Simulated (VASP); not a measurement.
# HfN (I4/mmm) in VASP: a series of runs, part 2 of 2

VASP 6.6.1. Earlier steps stand in the parts before.

## (5) Single point, PBEsol (strain +0.0175 x Voigt [1, 1, 0, 0, 0, 0])

File INCAR:

```
  PREC = Accurate
  ENCUT = 520
  EDIFF = 1E-6
  ISMEAR = 0
  SIGMA = 0.15
  LREAL = False
  LASPH = True
  NELM = 100
  ALGO = Normal
  ISIF = 2
  LWAVE = False
  LCHARG = False
  GGA = PS
  NBANDS = 14
```

File KPOINTS:

```
Automatic mesh
0
Gamma
  18 18 18
```

File POSCAR:

```
HfN
1.0
    0.0000000000      2.2985325000      2.2590000000
    2.2985325000      0.0000000000      2.2590000000
    2.2985325000      2.2985325000      0.0000000000
Hf N
1 1
Direct
    0.0000000000      0.0000000000      0.0000000000
    0.5000000000      0.5000000000      0.5000000000
```

Potentials or basis: VASP PAW PBE potentials, release 64 (Hf_pv, N).

Launch:

```console
> cat potpaw_PBE.64/Hf_pv/POTCAR potpaw_PBE.64/N/POTCAR > POTCAR
> mpirun -np 1 vasp_std > vasp.out
```

OUTCAR:

```text
PREC = Accurate
   ENCUT = 520
   EDIFF = 1E-6
   ISMEAR = 0
   LREAL = False
   LASPH = True
   NELM = 100
   ISIF = 2
   GGA = PS

 ion  position               nearest neighbor table
   1  0.000  0.000  0.000-   2 2.26   2 2.26   2 2.30   2 2.30   2 2.30   2 2.30
   2  0.500  0.500  0.500-   1 2.26   1 2.26   1 2.30   1 2.30   1 2.30   1 2.30

  LATTYP: Found a body centered tetragonal cell.
 ALAT       =     3.2506158351
 C/A-ratio  =     1.3898904790

  Lattice vectors:

 A1 = (   0.0000000000,  -2.2985325000,  -2.2590000000)
 A2 = (   0.0000000000,   2.2985325000,  -2.2590000000)
 A3 = (   2.2985325000,   0.0000000000,   2.2590000000)

Analysis of symmetry for initial positions (statically):
=====================================================================
 Subroutine PRICEL returns:
 Original cell was already a primitive cell.

 Routine SETGRP: Setting up the symmetry group for a
 body centered tetragonal supercell.

 Subroutine GETGRP returns: Found 16 space group operations
 (whereof 16 operations were pure point group operations)
 out of a pool of 16 trial point group operations.

The static configuration has the point symmetry D_4h.

Analysis of symmetry for dynamics (positions and initial velocities):
=====================================================================
 Subroutine PRICEL returns:
 Original cell was already a primitive cell.

 Routine SETGRP: Setting up the symmetry group for a
 body centered tetragonal supercell.

 Subroutine GETGRP returns: Found 16 space group operations
 (whereof 16 operations were pure point group operations)
 out of a pool of 16 trial point group operations.

The dynamic configuration has the point symmetry D_4h.

 Subroutine INISYM returns: Found 16 space group operations
 (whereof 16 operations are pure point group operations),
 and found     1 'primitive' translations

----------------------------------------------------------------------------------------

                                     Primitive cell

  volume of cell :      23.8697

  direct lattice vectors                    reciprocal lattice vectors
     0.000000000  2.298532500  2.259000000    -0.217530098  0.217530098  0.221336875
     2.298532500  0.000000000  2.259000000     0.217530098 -0.217530098  0.221336875
     2.298532500  2.298532500  0.000000000     0.217530098  0.217530098 -0.221336875

  length of vectors
     3.222783371  3.222783371  3.250615835     0.378983772  0.378983772  0.378983772

  position of ions in fractional coordinates (direct lattice)
     0.000000000  0.000000000  0.000000000
     0.500000000  0.500000000  0.500000000

  ion indices of the primitive-cell ions
   primitive index   ion index
                 1           1
                 2           2

----------------------------------------------------------------------------------------

 KPOINTS: Automatic mesh

Automatic generation of k-mesh.
 Grid dimensions read from file:
 generate k-points for:   18   18   18

 Generating k-lattice:

  Cartesian coordinates                     Fractional coordinates (reciprocal lattice)
    -0.012085005  0.012085005  0.012296493     0.055555556  0.000000000  0.000000000
     0.012085005 -0.012085005  0.012296493     0.000000000  0.055555556  0.000000000
[... 42 lines left out ...]
   total plane-waves  NPLWV =  13824
   dimension x,y,z NGX =    24 NGY =   24 NGZ =   24
   dimension x,y,z NGXF=    48 NGYF=   48 NGZF=   48
   ions per type =               1   1
   NGX,Y,Z   is equivalent  to a cutoff of  12.38, 12.38, 12.27 a.u.
   NGXF,Y,Z  is equivalent  to a cutoff of  24.76, 24.76, 24.55 a.u.
 SYSTEM =  unknown system
   PREC   = accura    normal or accurate (medium, high low for compatibility)
   ISTART =      0    job   : 0-new  1-cont  2-samecut
   ICHARG =      2    charge: 1-file 2-atom 10-const
   ISPIN  =      1    spin polarized calculation?
   LNONCOLLINEAR =      F non collinear calculations
   LSORBIT =      F    spin-orbit coupling
   LASPH  =      T    aspherical Exc in radial PAW
   ENCUT  =  520.0 eV  38.22 Ry    6.18 a.u.   5.99  5.99  6.04*2*pi/ulx,y,z
   NELM   =    100;   NELMIN=  2; NELMDL= -5     # of ELM steps
   EDIFF  = 0.1E-05   stopping-criterion for ELM
   LREAL  =      F    real-space projection
   EDIFFG = 0.1E-04   stopping-criterion for IOM
   NSW    =      0    number of steps for IOM
   IBRION =     -1    ionic relax: 0-MD 1-quasi-New 2-CG
   NFREE  =      0    steps in history (QN), initial steepest desc. (CG)
   ISIF   =      2    stress and relaxation
   ISYM   =      2    0-nonsym 1-usesym 2-fastsym
   POTIM  = 0.5000    time-step for ionic-motion
   TEBEG  =    0.0;   TEEND  =   0.0 temperature during run
   PSTRESS=    0.0 pullay stress
   NELECT =      15.0000    total number of electrons
   NUPDOWN=      -1.0000    fix difference up-down
   EMIN   =  10.00;   EMAX   =-10.00  energy-range for DOS
   EFERMI =   0.00;   METHOD = LEGACY
   ISMEAR =     0;   SIGMA  =   0.15  broadening in eV -4-tet -1-fermi 0-gaus
   EFERMI_NEDOS =   21; number of points for ismear=-14 and -15
   IALGO  =     38    algorithm
   IMIX   =      4    mixing-type and parameters
     AMIX     =   0.40;   BMIX     =  1.00
     AMIX_MAG =   1.60;   BMIX_MAG =  1.00
  volume/ion in A,a.u.               =      11.93        80.54
  Fermi-wavevector in a.u.,A,eV,Ry     =   1.402241  2.649852 26.752871  1.966281
  Thomas-Fermi vector in A             =   2.525023
   LORBIT       =      0    0 simple, 1 ext, 2 COOP (PROOUT), +10 PAW based schemes
   GGA     = PS    functional components
   LHFCALC =     F    Hartree Fock is set to
   AEXX    =    0.0000 exact exchange contribution
   IVDW    =     0    specifies the selected vdW correction
   LEPSILON=     F    determine dielectric tensor
   LRPA    =     F    only Hartree local field effects (RPA)
 non-spin polarized calculation
 Gauss-broadening in eV      SIGMA  =   0.15
  energy-cutoff  :      520.00
  volume of cell :       23.87
 maximum number of plane-waves:       656
   NGX = 11   NGY = 11   NGZ = 13

 number of electron      15.0000000 magnetization

 Free energy of the ion-electron system (eV)
  ---------------------------------------------------
  ext. energy  EPLUGINS =         0.00000000
  ---------------------------------------------------
  free energy    TOTEN  =       -22.93480807 eV

  energy without entropy =      -22.92744798  energy(sigma->0) =      -22.93112803

 E-fermi :   7.8798     XC(G=0): -12.7128

 val. band max:        7.8781507826   @ k =   0.1111  -0.0000   0.0000
 cond. band min:       7.8842962697   @ k =  -0.3333   0.1667   0.4444
 fundamental gap:      0.0061454871
 Fermi energy:         7.8797737804

 k-point     1 :       0.0000    0.0000    0.0000
  band No.  band energies     occupation
      1     -23.3089      2.00000
      2     -23.3089      2.00000
      3     -23.2903      2.00000
      4      -9.3404      2.00000
      5       4.9241      2.00000
      6       4.9241      2.00000
      7       5.0020      2.00000
      8       7.4807      1.99983
      9       7.4807      1.99983
     10       7.6674      1.95471
     11       9.2282      0.00000
     12       9.6285      0.00000
     13      10.0346      0.00000
     14      17.3514      0.00000
[... 377 lines left out ...]
      1     -23.7209      2.00000
      2     -23.3574      2.00000
      3     -23.3411      2.00000
      4      -8.2330      2.00000
      5       1.6402      2.00000
      6       2.9225      2.00000
      7       3.3282      2.00000
      8       8.2414      0.00065
      9       8.7599      0.00000
     10       9.6440      0.00000
     11      11.9451      0.00000
     12      12.6717      0.00000
     13      13.1996      0.00000
     14      19.9784      0.00000

 [... further k-points ...]

------------------------ aborting loop because EDIFF is reached ----------------------------------------

  FORCE on cell =-STRESS in cart. coord.  units (eV):
  Direction    XX          YY          ZZ          XY          YZ          ZX
  --------------------------------------------------------------------------------------
  -------------------------------------------------------------------------------------
  Total       -2.3842118     -2.3842118     -1.3337148      0.0000000      0.0000000      0.0000000
  in kB     -160.0323924   -160.0323924    -89.5212291      0.0000000      0.0000000      0.0000000
  external PRESSURE =    -136.5286713 kB  Pullay stress =       0.0000000 kB

 VOLUME and BASIS-vectors are now :
 -----------------------------------------------------------------------------
  energy-cutoff  :      520.00
  volume of cell :       23.87
      direct lattice vectors                 reciprocal lattice vectors
     0.000000000  2.298532500  2.259000000    -0.217530098  0.217530098  0.221336875
     2.298532500  0.000000000  2.259000000     0.217530098 -0.217530098  0.221336875
     2.298532500  2.298532500  0.000000000     0.217530098  0.217530098 -0.221336875

 POSITION                                       TOTAL-FORCE (eV/Angst)
 -----------------------------------------------------------------------------------
      0.00000      0.00000      0.00000        -0.000000     -0.000000      0.000000
      2.29853      2.29853      2.25900         0.000000      0.000000      0.000000
 -----------------------------------------------------------------------------------
    total drift:                                0.000000     -0.000000     -0.000000

  FREE ENERGIE OF THE ION-ELECTRON SYSTEM (eV)
  ---------------------------------------------------
  free  energy   TOTEN  =       -22.9348080707 eV

  energy  without entropy=      -22.9274479826  energy(sigma->0) =      -22.93112803
```

Run time: 37 s. Hardware: 1 thread of Intel Xeon 6975P-C (Granite Rapids), shared host; peak memory 0.28 GiB.

Results:

```yaml
Free_energy: -22.9348 eV
Pressure: -13.7 GPa
```

Caveat: the cell differs from its parent crystal (strain +0.0175 x Voigt [1, 1, 0, 0, 0, 0]); the PAW data sets were made with another functional, which shifts forces and pressure a little; spin-orbit coupling is left out, which moves the levels of the heavy elements.

## (6) Single point, PBEsol (strain +0.0200 x Voigt [1, 1, 0, 0, 0, 0])

File INCAR:

```
PREC = Accurate
ENCUT = 520
EDIFF = 1E-6
ISMEAR = 0
SIGMA = 0.15
LREAL = False
LASPH = True
NELM = 100
ALGO = Normal
ISIF = 2
LWAVE = False
LCHARG = False
GGA = PS
NBANDS = 14
```

KPOINTS is that of step 5.

File POSCAR:

```
HfN
1.0
    0.0000000000      2.3041800000      2.2590000000
    2.3041800000      0.0000000000      2.2590000000
    2.3041800000      2.3041800000      0.0000000000
Hf N
1 1
Direct
    0.0000000000      0.0000000000      0.0000000000
    0.5000000000      0.5000000000      0.5000000000
```

Potentials or basis: VASP PAW PBE potentials, release 64 (Hf_pv, N).

Launch:

```console
> cat potpaw_PBE.64/Hf_pv/POTCAR potpaw_PBE.64/N/POTCAR > POTCAR
> mpirun -np 1 vasp_std > vasp.out
```

Run time: 34 s. Hardware: 1 thread of Intel Xeon 6975P-C (Granite Rapids), shared host; peak memory 0.28 GiB.

Results (log left out):

```
Free energy : -22.9227 eV
Pressure    : -14.7 GPa
```

Stress tensor (GPa, compression positive):
```
-17.35   0.00   0.00
  0.00 -17.35   0.00
  0.00   0.00  -9.46
```

Levels at points of the mesh, in eV from the Fermi level:
```csv
k point,band 4,band 5,band 6,band 7,band 8,band 9,band 10,band 11,band 12,band 13
"(0.00, 0.00, 0.00)",-17.19,-2.95,-2.95,-2.87,-0.40,-0.40,-0.19,1.28,1.72,2.19
"(0.50, 0.00, 0.00)",-14.63,-8.66,-5.97,-5.96,3.12,3.48,3.60,4.21,8.19,8.61
"(0.50, 0.50, 0.00)",-16.08,-5.24,-3.69,-3.68,-3.68,3.90,5.15,5.26,5.26,7.60
"(0.50, 0.00, 0.50)",-16.10,-5.44,-3.63,-3.63,-3.55,3.84,5.12,5.23,5.38,7.39
```

Caveat: the cell differs from its parent crystal (strain +0.0200 x Voigt [1, 1, 0, 0, 0, 0]); the PAW data sets were made with another functional, which shifts forces and pressure a little; spin-orbit coupling is left out, which moves the levels of the heavy elements.

## (7) Overview

| cell | gap on the mesh (eV) | pressure (GPa) |
| --- | --- | --- |
| a = 3.203, b = 3.203, c = 3.211 Å, angles 59.9, 59.9, 60.2°, 2 atoms | none | -7.8 |
| a = 3.211, b = 3.211, c = 3.227 Å, angles 59.8, 59.8, 60.3°, 2 atoms | none | -10.2 |
| a = 3.219, b = 3.219, c = 3.243 Å, angles 59.8, 59.8, 60.5°, 2 atoms | none | -12.5 |
| a = 3.223, b = 3.223, c = 3.251 Å, angles 59.7, 59.7, 60.6°, 2 atoms | none | -13.7 |
| a = 3.227, b = 3.227, c = 3.259 Å, angles 59.7, 59.7, 60.7°, 2 atoms | none | -14.7 |

Alike in all rows: task single point; level PBEsol; potentials or basis VASP PAW PBE potentials, release 64 (Hf_pv, N); no spin polarisation; k mesh 18 × 18 × 18; cutoff (eV) 520; smearing gaussian 0.15 eV.

Caveats: the PAW data sets were made with another functional, which shifts forces and pressure a little; spin-orbit coupling is left out, which moves the levels of the heavy elements.

Absolute energies hang on the potentials; compare differences alone.
